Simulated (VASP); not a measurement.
# TePb (Fm-3m) in VASP: settings compared

The runs below take TePb through single point, with PBE-based global hybrid with 35 % exact exchange, HSE06.

All numbers are computed with VASP 6.6.1; they aren't measurements. Logs are shortened: lines on timing, memory, paths and dates and some standing lists are left out, and cuts for length are marked.

## 1. The cell of the first run

It takes space group Fm-3m (No. 225, cubic). The conventional cell has a = 6.536 Å, b = 6.536 Å, c = 6.536 Å, α = 90.00°, β = 90.00°, γ = 90.00°. Within 4.3 Å of Pb (site symmetry m-3m) lie 6 Te at 3.27 Å. Te (site symmetry m-3m) has 6 Pb at 3.27 Å within 4.3 Å.

## 2. Single point, PBE-based global hybrid with 35 % exact exchange

Input file POSCAR:

```
TePb
1.0
    0.0000000000      3.2678368520      3.2678368520
    3.2678368520      0.0000000000      3.2678368520
    3.2678368520      3.2678368520      0.0000000000
Pb Te
1 1
Direct
    0.0000000000      0.0000000000      0.0000000000
    0.5000000000      0.5000000000      0.5000000000
```

Input file INCAR.step1:

```
SYSTEM = TePb
PREC = Accurate ; ENCUT = 520
EDIFF = 1E-5 ; ISMEAR = 0
SIGMA = 0.01 ; LREAL = .False.
LASPH = .True. ; NELM = 60
ALGO = Normal ; ISIF = 2
LWAVE = .True. ; GGA = PE
NBANDS = 17
```

Input file INCAR.step2:

```
SYSTEM = TePb
PREC = Accurate ; ENCUT = 520
EDIFF = 1E-6 ; ISMEAR = 0
SIGMA = 0.01 ; LREAL = .False.
LASPH = .True. ; NELM = 60
ALGO = Normal ; ISIF = 2
LWAVE = .False. ; LCHARG = .True.
GGA = PE ; LHFCALC = .True.
AEXX = 0.35 ; PRECFOCK = Normal
LELF = .True. ; LVHAR = .True.
ISTART = 1 ; NBANDS = 17
```

Input file KPOINTS:

```
regular mesh
0
Gamma
  4 4 4
  0 0 0
```

Potentials or basis: VASP PAW PBE potentials, release 64 (Pb_d, Te).

Run with:

```
> cat potpaw_PBE.64/Pb_d/POTCAR potpaw_PBE.64/Te/POTCAR > POTCAR
> cp INCAR.step1 INCAR
> mpirun -np 1 vasp_std > vasp.out
> cp INCAR.step2 INCAR
> mpirun -np 1 vasp_std > vasp.out
```

OUTCAR:

```text
SYSTEM = TePb
   PREC = Accurate
   ENCUT = 520
   EDIFF = 1E-6
   ISMEAR = 0
   LREAL = .False.
   LASPH = .True.
   NELM = 60
   ISIF = 2
   GGA = PE
   LHFCALC = .True.
   AEXX = 0.35
   PRECFOCK = Normal
   ISTART = 1

 ion  position               nearest neighbor table
   1  0.000  0.000  0.000-   2 3.27   2 3.27   2 3.27   2 3.27   2 3.27   2 3.27
   2  0.500  0.500  0.500-   1 3.27   1 3.27   1 3.27   1 3.27   1 3.27   1 3.27

  LATTYP: Found a face centered cubic cell.
 ALAT       =     6.5356737040

  Lattice vectors:

 A1 = (   0.0000000000,   3.2678368520,   3.2678368520)
 A2 = (   3.2678368520,   0.0000000000,   3.2678368520)
 A3 = (   3.2678368520,   3.2678368520,   0.0000000000)

Analysis of symmetry for initial positions (statically):
=====================================================================
 Subroutine PRICEL returns:
 Original cell was already a primitive cell.

 Routine SETGRP: Setting up the symmetry group for a
 face centered cubic supercell.

 Subroutine GETGRP returns: Found 48 space group operations
 (whereof 48 operations were pure point group operations)
 out of a pool of 48 trial point group operations.

The static configuration has the point symmetry O_h .

Analysis of symmetry for dynamics (positions and initial velocities):
=====================================================================
 Subroutine PRICEL returns:
 Original cell was already a primitive cell.

 Routine SETGRP: Setting up the symmetry group for a
 face centered cubic supercell.

 Subroutine GETGRP returns: Found 48 space group operations
 (whereof 48 operations were pure point group operations)
 out of a pool of 48 trial point group operations.

The dynamic configuration has the point symmetry O_h .

 Subroutine INISYM returns: Found 48 space group operations
 (whereof 48 operations are pure point group operations),
 and found     1 'primitive' translations

----------------------------------------------------------------------------------------

                                     Primitive cell

  volume of cell :      69.7929

  direct lattice vectors                    reciprocal lattice vectors
     0.000000000  3.267836852  3.267836852    -0.153006415  0.153006415  0.153006415
     3.267836852  0.000000000  3.267836852     0.153006415 -0.153006415  0.153006415
     3.267836852  3.267836852  0.000000000     0.153006415  0.153006415 -0.153006415

  length of vectors
     4.621419196  4.621419196  4.621419196     0.265014884  0.265014884  0.265014884

  position of ions in fractional coordinates (direct lattice)
     0.000000000  0.000000000  0.000000000
     0.500000000  0.500000000  0.500000000

  ion indices of the primitive-cell ions
   primitive index   ion index
                 1           1
                 2           2

----------------------------------------------------------------------------------------

 KPOINTS: regular mesh

Automatic generation of k-mesh.
 Grid dimensions read from file:
 generate k-points for:    4    4    4

 Generating k-lattice:

  Cartesian coordinates                     Fractional coordinates (reciprocal lattice)
    -0.038251604  0.038251604  0.038251604     0.250000000  0.000000000  0.000000000
     0.038251604 -0.038251604  0.038251604     0.000000000  0.250000000  0.000000000
     0.038251604  0.038251604 -0.038251604     0.000000000  0.000000000  0.250000000

  Length of vectors
     0.066253721  0.066253721  0.066253721

  Shift w.r.t. Gamma in fractional coordinates (k-lattice)
     0.000000000  0.000000000  0.000000000

 Subroutine IBZKPT returns following result:
 ===========================================

 Found      8 irreducible k-points:

 Following reciprocal coordinates:
            Coordinates               Weight
  0.000000  0.000000  0.000000      1.000000
  0.250000  0.000000  0.000000      8.000000
  0.500000  0.000000  0.000000      4.000000
  0.250000  0.250000  0.000000      6.000000
  0.500000  0.250000  0.000000     24.000000
 -0.250000  0.250000  0.000000     12.000000
  0.500000  0.500000  0.000000      3.000000
 -0.250000  0.500000  0.250000      6.000000
   k-points           NKPTS =      8   k-points in BZ     NKDIM =     64   number of bands    NBANDS=     17
   number of dos      NEDOS =    301   number of ions     NIONS =      2
   total plane-waves  NPLWV =  46656
   dimension x,y,z NGX =    36 NGY =   36 NGZ =   36
   dimension x,y,z NGXF=    72 NGYF=   72 NGZF=   72
   ions per type =               1   1
   NGX,Y,Z   is equivalent  to a cutoff of  12.95, 12.95, 12.95 a.u.
   NGXF,Y,Z  is equivalent  to a cutoff of  25.90, 25.90, 25.90 a.u.
 SYSTEM =  TePb
   PREC   = accura    normal or accurate (medium, high low for compatibility)
   ISTART =      1    job   : 0-new  1-cont  2-samecut
   ICHARG =      0    charge: 1-file 2-atom 10-const
   ISPIN  =      1    spin polarized calculation?
   LNONCOLLINEAR =      F non collinear calculations
   LSORBIT =      F    spin-orbit coupling
   LASPH  =      T    aspherical Exc in radial PAW
   ENCUT  =  520.0 eV  38.22 Ry    6.18 a.u.   8.59  8.59  8.59*2*pi/ulx,y,z
   NELM   =     60;   NELMIN=  2; NELMDL=  0     # of ELM steps
   EDIFF  = 0.1E-05   stopping-criterion for ELM
   LREAL  =      F    real-space projection
   EDIFFG = 0.1E-04   stopping-criterion for IOM
   NSW    =      0    number of steps for IOM
   IBRION =     -1    ionic relax: 0-MD 1-quasi-New 2-CG
   NFREE  =      0    steps in history (QN), initial steepest desc. (CG)
   ISIF   =      2    stress and relaxation
   ISYM   =      3    0-nonsym 1-usesym 2-fastsym
   POTIM  = 0.5000    time-step for ionic-motion
   TEBEG  =    0.0;   TEEND  =   0.0 temperature during run
   PSTRESS=    0.0 pullay stress
   NELECT =      20.0000    total number of electrons
   NUPDOWN=      -1.0000    fix difference up-down
   EMIN   =  10.00;   EMAX   =-10.00  energy-range for DOS
   EFERMI =   0.00;   METHOD = LEGACY
   ISMEAR =     0;   SIGMA  =   0.01  broadening in eV -4-tet -1-fermi 0-gaus
   EFERMI_NEDOS =   21; number of points for ismear=-14 and -15
   IALGO  =     38    algorithm
   IMIX   =      1    mixing-type and parameters
     AMIX     =   0.40;   BMIX     =  1.00
     AMIX_MAG =   1.60;   BMIX_MAG =  1.00
  volume/ion in A,a.u.               =      34.90       235.49
  Fermi-wavevector in a.u.,A,eV,Ry     =   1.079314  2.039608 15.849680  1.164919
  Thomas-Fermi vector in A             =   2.215276
   LORBIT       =      0    0 simple, 1 ext, 2 COOP (PROOUT), +10 PAW based schemes
   GGA     = PE    functional components
   LHFCALC =     T    Hartree Fock is set to
   PRECFOCK=normal    Normal, Fast or Accurate (Low or Medium for compatibility)
   ENCUT4O =  -1.0   cutoff for four orbital integrals eV
   NKREDX  =     1    reduce k-point grid by
   NKREDY  =     1    reduce k-point grid by
   NKREDZ  =     1    reduce k-point grid by
   AEXX    =    0.3500 exact exchange contribution
   HFSCREEN=    0.0000 screening length (either q_TF or 0.3 A-1)
   HFSCREENC=   0.0000 screening length for correlation (either q_TF or 0.3 A-1)
   ENCUTFOCK=  -1.0 apply spherical cutoff to Coloumb kernel
   IVDW    =     0    specifies the selected vdW correction
   LEPSILON=     F    determine dielectric tensor
   LRPA    =     F    only Hartree local field effects (RPA)
 non-spin polarized calculation
 Gauss-broadening in eV      SIGMA  =   0.01
  energy-cutoff  :      520.00
  volume of cell :       69.79
 maximum number of plane-waves:      1893
 NGX is ok and might be reduce to    36
  NGX = 28; NGY = 28; NGZ = 28

 number of electron      20.0000002 magnetization

 Free energy of the ion-electron system (eV)
  ---------------------------------------------------
  ext. energy  EPLUGINS =         0.00000000
  ---------------------------------------------------
  free energy    TOTEN  =       -11.08333092 eV

  energy without entropy =      -11.08333092  energy(sigma->0) =      -11.08333092

 E-fermi :   4.3485     XC(G=0):  -6.4990

 val. band max:        4.3056508745   @ k =   0.5000   0.0000   0.0000
 cond. band min:       6.5430317383   @ k =   0.5000   0.0000   0.0000
 fundamental gap:      2.2373808639
 Fermi energy:         4.3484902160

 k-point     1 :       0.0000    0.0000    0.0000
  band No.  band energies     occupation
      1     -15.0274      2.00000
      2     -15.0274      2.00000
      3     -15.0085      2.00000
      4     -15.0085      2.00000
      5     -15.0085      2.00000
      6      -9.2579      2.00000
[... 9 lines left out ...]
     16      11.9766      0.00000
     17      13.5803      0.00000

 k-point     2 :       0.2500    0.0000    0.0000
  band No.  band energies     occupation
      1     -15.0351      2.00000
      2     -15.0351      2.00000
      3     -15.0076      2.00000
      4     -15.0018      2.00000
      5     -15.0018      2.00000
      6      -8.6854      2.00000
[... 9 lines left out ...]
     16      13.1701      0.00000
     17      16.5762      0.00000

 k-point     3 :       0.5000    0.0000    0.0000
  band No.  band energies     occupation
      1     -15.0437      2.00000
      2     -15.0437      2.00000
      3     -15.0071      2.00000
      4     -14.9942      2.00000
      5     -14.9942      2.00000
      6      -7.6918      2.00000
[... 9 lines left out ...]
     16      15.7289      0.00000
     17      15.7289      0.00000

 k-point     4 :       0.2500    0.2500    0.0000
  band No.  band energies     occupation
      1     -15.0533      2.00000
      2     -15.0226      2.00000
      3     -15.0128      2.00000
      4     -14.9978      2.00000
      5     -14.9978      2.00000
      6      -8.5064      2.00000
[... 9 lines left out ...]
     16      14.8217      0.00000
     17      14.8226      0.00000

 k-point     5 :       0.5000    0.2500    0.0000
  band No.  band energies     occupation
      1     -15.0636      2.00000
      2     -15.0303      2.00000
      3     -15.0089      2.00000
      4     -14.9944      2.00000
      5     -14.9908      2.00000
      6      -7.5831      2.00000
[... 9 lines left out ...]
     16      16.1668      0.00000
     17      16.9514      0.00000

 k-point     6 :      -0.2500    0.2500    0.0000
  band No.  band energies     occupation
      1     -15.0461      2.00000
      2     -15.0407      2.00000
      3     -15.0031      2.00000
      4     -14.9985      2.00000
      5     -14.9969      2.00000
      6      -7.8854      2.00000
[... 9 lines left out ...]
     16      14.9298      0.00000
     17      15.7437      0.00000

 k-point     7 :       0.5000    0.5000    0.0000
  band No.  band energies     occupation
      1     -15.0852      2.00000
      2     -15.0180      2.00000
      3     -15.0172      2.00000
      4     -14.9863      2.00000
      5     -14.9863      2.00000
      6      -7.4177      2.00000
[... 9 lines left out ...]
     16      17.0868      0.00000
     17      17.5080      0.00000

 k-point     8 :      -0.2500    0.5000    0.2500
  band No.  band energies     occupation
      1     -15.0684      2.00000
      2     -15.0317      2.00000
      3     -15.0023      2.00000
      4     -15.0022      2.00000
      5     -14.9864      2.00000
      6      -7.2545      2.00000
[... 9 lines left out ...]
     16      17.4181      0.00000
     17      17.5025      0.00000

------------------------ aborting loop because EDIFF is reached ----------------------------------------

  FORCE on cell =-STRESS in cart. coord.  units (eV):
  Direction    XX          YY          ZZ          XY          YZ          ZX
  --------------------------------------------------------------------------------------
  -------------------------------------------------------------------------------------
  Total       -0.4655126     -0.4655126     -0.4655126      0.0000000      0.0000000     -0.0000000
  in kB      -10.6863883    -10.6863883    -10.6863883      0.0000000      0.0000000     -0.0000000
  external PRESSURE =     -10.6863883 kB  Pullay stress =       0.0000000 kB

 VOLUME and BASIS-vectors are now :
 -----------------------------------------------------------------------------
  energy-cutoff  :      520.00
  volume of cell :       69.79
      direct lattice vectors                 reciprocal lattice vectors
     0.000000000  3.267836852  3.267836852    -0.153006415  0.153006415  0.153006415
     3.267836852  0.000000000  3.267836852     0.153006415 -0.153006415  0.153006415
     3.267836852  3.267836852  0.000000000     0.153006415  0.153006415 -0.153006415

 POSITION                                       TOTAL-FORCE (eV/Angst)
 -----------------------------------------------------------------------------------
      0.00000      0.00000      0.00000         0.000000      0.000000      0.000000
      3.26784      3.26784      3.26784        -0.000000     -0.000000      0.000000
 -----------------------------------------------------------------------------------
    total drift:                               -0.000001     -0.000002      0.000003

  FREE ENERGIE OF THE ION-ELECTRON SYSTEM (eV)
  ---------------------------------------------------
  free  energy   TOTEN  =       -11.0833309228 eV

  energy  without entropy=      -11.0833309228  energy(sigma->0) =      -11.08333092
```

Wall time 23 min (1 thread of Intel Xeon Platinum 8175M at 2.50GHz (Skylake/Cascade Lake), shared host); peak memory 0.22 GiB.

What came out:

| Quantity | Value |
| --- | --- |
| Free energy | -11.0833 eV |
| Pressure | -1.1 GPa |
| Band gap on the k mesh | 2.24 eV |

Caveat: the PAW data sets were made with another functional, which shifts forces and pressure a little; spin-orbit coupling is left out, which moves the levels of the heavy elements.

## 3. Single point, HSE06

POSCAR is that of step 2.

Input file INCAR.step1:

```
ALGO = Normal ; EDIFF = 1E-5
ENCUT = 520 ; GGA = PE
ISIF = 2 ; ISMEAR = 1
LASPH = T ; LREAL = F
LWAVE = T ; NBANDS = 17
NELM = 60 ; PREC = Accurate
SIGMA = 0.05
```

Input file INCAR.step2:

```
ALGO = Normal ; EDIFF = 1E-6
ENCUT = 520 ; GGA = PE
HFSCREEN = 0.2079 ; ISIF = 2
ISMEAR = 1 ; ISTART = 1
LASPH = T ; LCHARG = T
LELF = T ; LHFCALC = T
LREAL = F ; LVHAR = T
LWAVE = F ; NBANDS = 17
NELM = 60 ; PREC = Accurate
PRECFOCK = Normal ; SIGMA = 0.05
```

Input file KPOINTS:

```
k-points
0
Gamma
  4 4 4
```

Potentials or basis: VASP PAW PBE potentials, release 64 (Pb_d, Te).

Run with:

```
> cat potpaw_PBE.64/Pb_d/POTCAR potpaw_PBE.64/Te/POTCAR > POTCAR
> cp INCAR.step1 INCAR
> mpirun -np 1 vasp_std > vasp.out
> cp INCAR.step2 INCAR
> mpirun -np 1 vasp_std > vasp.out
```

It took 14 min on 1 thread of Intel Xeon Platinum 8259CL at 2.50GHz (Skylake/Cascade Lake), shared host; peak memory 0.32 GiB.

It converged, with:

| Quantity | Value |
| --- | --- |
| Free energy | -8.9679 eV |
| Pressure | -0.5 GPa |
| Band gap on the k mesh | 1.17 eV |

Levels at points of the mesh, in eV from the valence-band top:
```
           k point  band 7  band 8  band 9  band 10  band 11  band 12  band 13  band 14
(0.00, 0.00, 0.00)   -6.01   -1.43   -1.43    -1.43     4.73     4.73     4.73     6.46
(0.50, 0.00, 0.00)   -9.19   -0.99   -0.99     0.00     1.17     1.75     1.75     9.11
(0.50, 0.50, 0.00)   -7.79   -4.77   -2.96    -2.96     3.87     6.16     6.16     7.41
```

Caveat: the PAW data sets were made with another functional, which shifts forces and pressure a little; spin-orbit coupling is left out, which moves the levels of the heavy elements. A k mesh can miss the band edges.
